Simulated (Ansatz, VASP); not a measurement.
One calculation of In2O3, two programs

```
CELL_PARAMETERS angstrom
2.78755 1.60939 4.57414
-2.78755 1.60939 4.57414
0.00000 -3.21878 4.57414
ATOMIC_POSITIONS crystal
In 0.35720 0.35720 0.35720
In 0.14280 0.14280 0.14280
In 0.64280 0.64280 0.64280
In 0.85720 0.85720 0.85720
O 0.54651 0.95349 0.25000
O 0.25000 0.54651 0.95349
O 0.95349 0.25000 0.54651
O 0.45349 0.04651 0.75000
O 0.75000 0.45349 0.04651
O 0.04651 0.75000 0.45349
```

Change from the starting cell: engineering shear strain xy +0.0000, normal strain along z -0.0700.

Alike in both runs: task single point; functional PBE; k mesh 6 × 6 × 6; occupations gaussian, width 0.05 eV; no spin polarisation.

|  | VASP | Ansatz |
| --- | --- | --- |
| version | VASP 6.6.1 | Ansatz 0.2.0 |
| potentials or method | VASP PAW PBE potentials, release 64 (In_d, O), cutoff 520 eV | scalar-relativistic, plane waves, PAW |
| valence electrons in the cell | 88 | 88 |

```tsv
	VASP	Ansatz	Ansatz less VASP
gap on the k mesh at the Fermi level (eV)	1.29	1.30	+0.010
least direct gap on the mesh (eV)	1.45	1.46	+0.009
pressure (GPa)	12.6	12.0	-0.61
traceless stress, the component that is largest in VASP (GPa)	7.23	7.34	+0.110
rms of the force components (eV/Å)	0.345	0.341	-0.0042
```

Atom by atom the forces differ by 0.004 eV/Å (rms over components).
